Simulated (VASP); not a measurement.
**Cd: single point with PBE**

Cd:

```
CELL_PARAMETERS angstrom
5.14568 0.00000 0.00000
-2.57284 4.45629 0.00000
0.00000 0.00000 3.09548
ATOMIC_POSITIONS crystal
Cd 0.00000 0.00000 0.00000
Cd 0.33333 0.66667 0.50000
Cd 0.66667 0.33333 0.50000
```

This isn't the form of Cd at room conditions, which is hcp.

| Property | Result |
| --- | --- |
| Program | VASP 6.6.1 |
| Task | single point |
| Functional | PBE |
| Potentials or basis | VASP PAW PBE potentials, release 64 (Cd) |
| Cutoff | 520 eV |
| k mesh | 9 × 9 × 13 |
| Occupations | fermi-dirac, width 0.1 eV |
| Spin | no spin polarisation |
| Dipole correction | no |
| Further INCAR settings | ALGO = Normal; EDIFF = 1e-06; NBANDS = 25 |

```yaml
Pressure: 0.2 GPa
Band_gap_on_the_k_mesh: zero (bands 18 and 19 overlap by 4.33 eV)
```

Levels at points of the mesh, in eV from the Fermi level:
```csv
k point,band 14,band 15,band 16,band 17,band 18,band 19,band 20,band 21,band 22,band 23
"(0.00, 0.00, 0.00)",-8.27,-8.27,-8.26,0.13,0.35,0.87,0.87,0.91,0.91,7.74
```

Run time: 99 s on 1 thread of Oxide Virtual Turin-like Processor, on a shared host, peak memory 0.22 GiB.
